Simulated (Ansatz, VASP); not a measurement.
## W in VASP and in Ansatz

File INCAR:

```
SYSTEM = W
PREC = Accurate
ENCUT = 600
EDIFF = 1E-6
ISMEAR = 1
SIGMA = 0.1
LREAL = .FALSE.
LASPH = .TRUE.
NELM = 80
ALGO = Normal
ISIF = 3
LWAVE = .FALSE.
LCHARG = .FALSE.
IBRION = 2
NSW = 60
EDIFFG = -0.005
```

Contents of KPOINTS:

```
regular mesh
0
G
  24 24 24
  0 0 0
```

Contents of POSCAR:

```
W
1.0
   -1.5800000000      1.5800000000      1.5800000000
    1.5800000000     -1.5800000000      1.5800000000
    1.5800000000      1.5800000000     -1.5800000000
W
1
Direct
    0.0000000000      0.0000000000      0.0000000000
```

Input for Ansatz:

```yaml
crystal:
  lattice:
    - [-1.58, 1.58, 1.58]
    - [1.58, -1.58, 1.58]
    - [1.58, 1.58, -1.58]
  atoms:
    - { symbol: W, position: [0.0, 0.0, 0.0] }
kpoints:
  mp_grid: { grid: [24, 24, 24] }
scf:
  occupations: { method: cold, width: 0.1 }
hamiltonian:
  xc: lda
  pseudopotentials: { kind: paw, azcp: { folder: soft_1 } }
output:
  forces: true
  stress: true
  populations: false
relax:
  f_tol: 0.005
  max_steps: 40
  cell: {}
```

Alike in both runs: task relaxation of cell and atoms; functional LDA; k mesh 24 × 24 × 24; no spin polarisation.

```csv
,VASP,Ansatz
version,VASP 6.6.1,Ansatz 0.2.0
potentials or method,"VASP PAW LDA potentials, release 64 (W_sv)","plane-wave PAW, scalar-relativistic"
plane-wave cutoff (eV),600,420
occupations,"methfessel-paxton of order 1, width 0.1 eV","cold, width 0.1 eV"
valence electrons in the cell,14,14
```

```tsv
	VASP	Ansatz	Ansatz less VASP
relaxed volume (Å³/atom)	15.50	15.41	-0.088
relaxed cell length with the largest relative difference (Å)	2.720	2.715	-0.0051
```

Ansatz warns that its potentials were made for another functional, while VASP's fit it. LDA's correlation is that of Perdew and Zunger in VASP and of Perdew and Wang (1992) in Ansatz.

Spin-orbit coupling is off throughout.
